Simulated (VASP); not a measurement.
Set up this calculation in VASP 6.6.1, as the native input.

| Item | Value |
| --- | --- |
| Task | relaxation of cell and atoms |
| Functional | HSE06 |
| Potentials or basis | VASP PAW PBE potentials, release 64 (Hf_pv) |
| Cutoff | 600 eV |
| k mesh | 5 × 5 × 5 |
| Occupations | fermi-dirac, width 0.05 eV |
| Spin | no spin polarisation |
| Dipole correction | no |
| Grid for exact exchange (PRECFOCK) | Normal |
| Further INCAR settings | ALGO = Normal; EDIFF = 1e-06; IBRION = 2; EDIFFG = -0.01; NSW = 60; ISIF = 3 |
| Share of exact exchange | 0.25 |
| Screening parameter | 0.2079 1/Å |

Hf:

```
Hf
1.0
     0.00000    2.22000    2.22000
     2.22000    0.00000    2.22000
     2.22000    2.22000    0.00000
Hf
1
Direct
  0.00000 0.00000 0.00000
```

This isn't the form of Hf at room conditions, which is hcp.

The input as run:

POSCAR

```
Hf
1.0
    0.0000000000      2.2200000000      2.2200000000
    2.2200000000      0.0000000000      2.2200000000
    2.2200000000      2.2200000000      0.0000000000
Hf
1
Direct
    0.0000000000      0.0000000000      0.0000000000
```

INCAR.step1

```
SYSTEM = Hf
PREC = Accurate
ENCUT = 600
EDIFF = 1E-5
ISMEAR = -1
SIGMA = 0.05
LREAL = .FALSE.
LASPH = .TRUE.
NELM = 100
ALGO = Normal
LWAVE = .TRUE.
LCHARG = .FALSE.
GGA = PE
NBANDS = 11
```

INCAR.step2

```
SYSTEM = Hf
PREC = Accurate
ENCUT = 600
EDIFF = 1E-6
ISMEAR = -1
SIGMA = 0.05
LREAL = .FALSE.
LASPH = .TRUE.
NELM = 100
ALGO = Normal
ISIF = 3
LWAVE = .FALSE.
LCHARG = .FALSE.
GGA = PE
LHFCALC = .TRUE.
HFSCREEN = 0.2079
PRECFOCK = Normal
IBRION = 2
NSW = 60
EDIFFG = -0.01
ISTART = 1
```

KPOINTS

```
Automatic mesh
0
G
  5 5 5
  0 0 0
```

Potentials or basis: VASP PAW PBE potentials, release 64 (Hf_pv).

Run with:

```bash
$ cat potpaw_PBE.64/Hf_pv/POTCAR > POTCAR
$ cp INCAR.step1 INCAR
$ mpirun -np 1 vasp_std > vasp.out
$ cp INCAR.step2 INCAR
$ mpirun -np 1 vasp_std > vasp.out
```

Results of the run:

```json
{"Relaxed volume": "22.30 Å³/atom", "Relaxed cell": "a = 3.159 Å, b = 3.159 Å, c = 3.159 Å, α = 60.00°, β = 60.00°, γ = 60.00°", "Space group after relaxing (to 0.1 Å)": "Fm-3m (No. 225)", "Energy gained by relaxing": "2.9 meV/atom", "Ionic steps": "4", "Pressure after relaxing": "0.0 GPa", "Band gap on the k mesh": "zero (bands 5 and 6 overlap by 2.38 eV)"}
```

Caveat: the k points lie up to 0.49 Å⁻¹ apart in the final cell, too coarse for converged energies and pressures of a metal; the PAW data sets were made with another functional, which shifts forces and pressure a little; spin-orbit coupling is left out, which moves the levels of the heavy elements.

It took 16 min on 1 thread of Intel(R) Xeon(R) Platinum 8259CL CPU @ 2.50GHz (Skylake/Cascade Lake), with other jobs on the host, peak memory 0.28 GiB.
